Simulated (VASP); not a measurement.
# PrBe3Si (P2/m) in VASP: further runs, part 2 of 2

VASP 6.6.1. The steps go on from the part before.

**3. Single point, PBE**

This run uses another cell than the first one, of 16.91 Å³/atom.

Contents of INCAR:

```
  PREC = Accurate
  ENCUT = 600
  EDIFF = 1E-6
  ISMEAR = 0
  SIGMA = 0.2
  LREAL = F
  LASPH = T
  NELM = 200
  ALGO = Normal
  ISIF = 2
  LWAVE = F
  LCHARG = T
  GGA = PE
  LELF = T
  LVHAR = T
  NBANDS = 18
  GGA_COMPAT = F
  LMAXMIX = 6
```

Contents of KPOINTS:

```
Automatic mesh
0
Gamma
  4 4 4
```

Contents of POSCAR:

```
PrBe3Si
1.0
    4.6706347106      0.0000000000     -0.2163019064
    0.0000000000      3.2677082429      0.0000000000
   -2.0728339938      0.0000000000      5.6364668525
Pr Be Si
1 3 1
Direct
    0.5000000000      0.5000000000      0.0000000000
    0.9166442189      0.0000000000      0.8172377844
    0.0833557811      0.0000000000      0.1827622156
    0.0000000000      0.0000000000      0.5000000000
    0.5000000000      0.0000000000      0.5000000000
```

Potentials or basis: VASP PAW PBE potentials, release 64 (Pr_3, Be, Si), 4f in core.

Run with:

```console
$ cat potpaw_PBE.64/Pr_3/POTCAR potpaw_PBE.64/Be/POTCAR potpaw_PBE.64/Si/POTCAR > POTCAR
$ mpirun -np 1 vasp_std > vasp.out
```

OUTCAR:

```text
PREC = Accurate
   ENCUT = 600
   EDIFF = 1E-6
   ISMEAR = 0
   LREAL = F
   LASPH = T
   NELM = 200
   ISIF = 2
   GGA = PE

 ion  position               nearest neighbor table
   1  0.500  0.500  0.000-   3 3.00   3 3.00   2 3.00   2 3.00   2 3.05   3 3.05   2 3.05   3 3.05
                             5 3.42   5 3.42   5 3.42   5 3.42
   2  0.917  0.000  0.817-   3 2.02   4 2.09   5 2.13   1 3.00   1 3.00   1 3.05   1 3.05
   3  0.083  0.000  0.183-   2 2.02   4 2.09   5 2.13   1 3.00   1 3.00   1 3.05   1 3.05
   4  0.000  0.000  0.500-   2 2.09   3 2.09   5 2.34   5 2.34
   5  0.500  0.000  0.500-   2 2.13   3 2.13   4 2.34   4 2.34   1 3.42   1 3.42   1 3.42   1 3.42

  LATTYP: Found a simple monoclinic cell.
 ALAT       =     4.6756406101
 B/A-ratio  =     0.6988792586
 C/A-ratio  =     1.2844294997
 COS(beta)  =    -0.3882031368

  Lattice vectors:

 A1 = (   4.6706347106,   0.0000000000,  -0.2163019064)
 A2 = (   0.0000000000,   3.2677082429,   0.0000000000)
 A3 = (  -2.0728339938,   0.0000000000,   5.6364668525)

Analysis of symmetry for initial positions (statically):
=====================================================================
 Subroutine PRICEL returns:
 Original cell was already a primitive cell.

 Routine SETGRP: Setting up the symmetry group for a
 simple monoclinic supercell.

 Subroutine GETGRP returns: Found  4 space group operations
 (whereof  4 operations were pure point group operations)
 out of a pool of  4 trial point group operations.

The static configuration has the point symmetry C_2h.

Analysis of symmetry for dynamics (positions and initial velocities):
=====================================================================
 Subroutine PRICEL returns:
 Original cell was already a primitive cell.

 Routine SETGRP: Setting up the symmetry group for a
 simple monoclinic supercell.

 Subroutine GETGRP returns: Found  4 space group operations
 (whereof  4 operations were pure point group operations)
 out of a pool of  4 trial point group operations.

The dynamic configuration has the point symmetry C_2h.

 Subroutine INISYM returns: Found  4 space group operations
 (whereof  4 operations are pure point group operations),
 and found     1 'primitive' translations

----------------------------------------------------------------------------------------

                                     Primitive cell

  volume of cell :      84.5602

  direct lattice vectors                    reciprocal lattice vectors
     4.670634711  0.000000000 -0.216301906     0.217813256  0.000000000  0.080101726
     0.000000000  3.267708243  0.000000000     0.000000000  0.306024873  0.000000000
    -2.072833994  0.000000000  5.636466852     0.008358680  0.000000000  0.180490045

  length of vectors
     4.675640610  3.267708243  6.005530730     0.232075206  0.306024873  0.180683491

  position of ions in fractional coordinates (direct lattice)
     0.500000000  0.500000000  1.000000000
     0.916644219  0.000000000  0.817237784
     0.083355781  0.000000000  0.182762216
     0.000000000  0.000000000  0.500000000
     0.500000000  0.000000000  0.500000000

  ion indices of the primitive-cell ions
   primitive index   ion index
                 1           1
                 2           2
                 3           3
                 4           4
[... 25 lines left out ...]

 Found     30 irreducible k-points:

 Following reciprocal coordinates:
            Coordinates               Weight
  0.000000  0.000000  0.000000      1.000000
  0.250000  0.000000  0.000000      2.000000
  0.500000  0.000000  0.000000      1.000000
  0.000000  0.250000  0.000000      2.000000
  0.250000  0.250000  0.000000      4.000000
  0.500000  0.250000  0.000000      2.000000
[... 16 lines left out ...]
  0.250000  0.000000  0.500000      2.000000
  0.500000  0.000000  0.500000      1.000000
 [... further k-points ...]
   k-points           NKPTS =     30   k-points in BZ     NKDIM =     30   number of bands    NBANDS=     18
   number of dos      NEDOS =    301   number of ions     NIONS =      5
   total plane-waves  NPLWV =  53760
   dimension x,y,z NGX =    40 NGY =   28 NGZ =   48
   dimension x,y,z NGXF=    80 NGYF=   56 NGZF=   96
   ions per type =               1   3   1
   NGX,Y,Z   is equivalent  to a cutoff of  14.22, 14.25, 13.29 a.u.
   NGXF,Y,Z  is equivalent  to a cutoff of  28.44, 28.49, 26.57 a.u.
 SYSTEM =  unknown system
   PREC   = accura    normal or accurate (medium, high low for compatibility)
   ISTART =      0    job   : 0-new  1-cont  2-samecut
   ICHARG =      2    charge: 1-file 2-atom 10-const
   ISPIN  =      1    spin polarized calculation?
   LNONCOLLINEAR =      F non collinear calculations
   LSORBIT =      F    spin-orbit coupling
   LASPH  =      T    aspherical Exc in radial PAW
   ENCUT  =  600.0 eV  44.10 Ry    6.64 a.u.   9.34  6.53 11.99*2*pi/ulx,y,z
   NELM   =    200;   NELMIN=  2; NELMDL= -5     # of ELM steps
   EDIFF  = 0.1E-05   stopping-criterion for ELM
   LREAL  =      F    real-space projection
   EDIFFG = 0.1E-04   stopping-criterion for IOM
   NSW    =      0    number of steps for IOM
   IBRION =     -1    ionic relax: 0-MD 1-quasi-New 2-CG
   NFREE  =      0    steps in history (QN), initial steepest desc. (CG)
   ISIF   =      2    stress and relaxation
   ISYM   =      2    0-nonsym 1-usesym 2-fastsym
   POTIM  = 0.5000    time-step for ionic-motion
   TEBEG  =    0.0;   TEEND  =   0.0 temperature during run
   PSTRESS=    0.0 pullay stress
   NELECT =      21.0000    total number of electrons
   NUPDOWN=      -1.0000    fix difference up-down
   EMIN   =  10.00;   EMAX   =-10.00  energy-range for DOS
   EFERMI =   0.00;   METHOD = LEGACY
   ISMEAR =     0;   SIGMA  =   0.20  broadening in eV -4-tet -1-fermi 0-gaus
   EFERMI_NEDOS =   21; number of points for ismear=-14 and -15
   IALGO  =     38    algorithm
   IMIX   =      4    mixing-type and parameters
     AMIX     =   0.40;   BMIX     =  1.00
     AMIX_MAG =   1.60;   BMIX_MAG =  1.00
  volume/ion in A,a.u.               =      16.91       114.13
  Fermi-wavevector in a.u.,A,eV,Ry     =   1.029025  1.944575 14.407108  1.058893
  Thomas-Fermi vector in A             =   2.163052
   LORBIT       =      0    0 simple, 1 ext, 2 COOP (PROOUT), +10 PAW based schemes
   GGA     = PE    functional components
   LHFCALC =     F    Hartree Fock is set to
   AEXX    =    0.0000 exact exchange contribution
   IVDW    =     0    specifies the selected vdW correction
   LEPSILON=     F    determine dielectric tensor
   LRPA    =     F    only Hartree local field effects (RPA)
 non-spin polarized calculation
 Gauss-broadening in eV      SIGMA  =   0.20
  energy-cutoff  :      600.00
  volume of cell :       84.56
 maximum number of plane-waves:      2836
 NGX is ok and might be reduce to    40
   NGX = 19   NGY = 13   NGZ = 23

 number of electron      21.0000000 magnetization

 Free energy of the ion-electron system (eV)
  ---------------------------------------------------
  ext. energy  EPLUGINS =         0.00000000
  ---------------------------------------------------
  free energy    TOTEN  =       -20.29344277 eV

  energy without entropy =      -20.25036910  energy(sigma->0) =      -20.27190593

 E-fermi :   4.2165     XC(G=0):  -9.7473

 val. band max:        4.2140998660   @ k =   0.0000   0.0000   0.0000
 cond. band min:       4.2583344537   @ k =  -0.2500   0.2500   0.2500
 fundamental gap:      0.0442345877
 Fermi energy:         4.2165357887

 k-point     1 :       0.0000    0.0000    0.0000
  band No.  band energies     occupation
      1     -31.6925      2.00000
      2     -13.7405      2.00000
      3     -13.6712      2.00000
      4     -12.9130      2.00000
      5      -4.9979      2.00000
      6      -0.1238      2.00000
[... 481 lines left out ...]
      5      -4.2107      2.00000
      6      -1.7597      2.00000
[... 10 lines left out ...]
     17       9.6368      0.00000
     18      10.3928      0.00000

 [... further k-points ...]
[... 5 lines left out ...]
  --------------------------------------------------------------------------------------
  -------------------------------------------------------------------------------------
  Total       -0.0801781     -0.0355111     -0.2565040      0.0000000      0.0000000      0.1370166
  in kB       -1.5191484     -0.6728351     -4.8600292      0.0000000      0.0000000      2.5960791
  external PRESSURE =      -2.3506709 kB  Pullay stress =       0.0000000 kB

 VOLUME and BASIS-vectors are now :
 -----------------------------------------------------------------------------
  energy-cutoff  :      600.00
  volume of cell :       84.56
      direct lattice vectors                 reciprocal lattice vectors
     4.670634711  0.000000000 -0.216301906     0.217813256  0.000000000  0.080101726
     0.000000000  3.267708243  0.000000000     0.000000000  0.306024873  0.000000000
    -2.072833994  0.000000000  5.636466852     0.008358680  0.000000000  0.180490045

 POSITION                                       TOTAL-FORCE (eV/Angst)
 -----------------------------------------------------------------------------------
      2.33532      1.63385     -0.10815        -0.000000      0.000000      0.000000
      2.58731      0.00000      4.40806         0.018349      0.000000     -0.020271
      0.01049      0.00000      1.01210        -0.018349      0.000000      0.020271
     -1.03642      0.00000      2.81823        -0.000000      0.000000      0.000000
      1.29890      0.00000      2.71008        -0.000000      0.000000      0.000000
 -----------------------------------------------------------------------------------
    total drift:                                0.000000     -0.000000     -0.000000

  FREE ENERGIE OF THE ION-ELECTRON SYSTEM (eV)
  ---------------------------------------------------
  free  energy   TOTEN  =       -20.2934427740 eV

  energy  without entropy=      -20.2503690950  energy(sigma->0) =      -20.27190593
```

stdout:

```text
POSCAR found type information on POSCAR PrBeSi
 POSCAR found :  3 types and       5 ions
 scaLAPACK will be used
 LDA part: xc-table for (Slater+PW92), standard interpolation
 POSCAR, INCAR and KPOINTS ok, starting setup
 FFT: planning ... GRIDC
 FFT: planning ... GRID_SOFT
 FFT: planning ... GRID
 WAVECAR not read
 entering main loop
```

Wall time 25 s (1 thread of Intel Xeon 6975P-C (Granite Rapids), shared host); peak memory 0.25 GiB.

What came out:

- Free energy: -20.2934 eV
- Pressure: -0.2 GPa
- Largest force: 0.027 eV/Å
- Band gap on the k mesh: zero (an odd number of electrons rules out a gap without spin polarisation)

Forces on the atoms (eV/Å):
```
Pr   0.000  0.000  0.000
Be   0.018  0.000 -0.020
Be  -0.018  0.000  0.020
Be   0.000  0.000  0.000
Si   0.000  0.000  0.000
```

Caveat: the k points lie up to 0.48 Å⁻¹ apart, too coarse for converged energies and pressures of a metal; spin-orbit coupling is left out, which moves the levels of the heavy elements; the 4f electrons are frozen in the core, so they carry no moment and show no levels.

The gap in the log of VASP goes by the Fermi energy; the results here count the filled bands.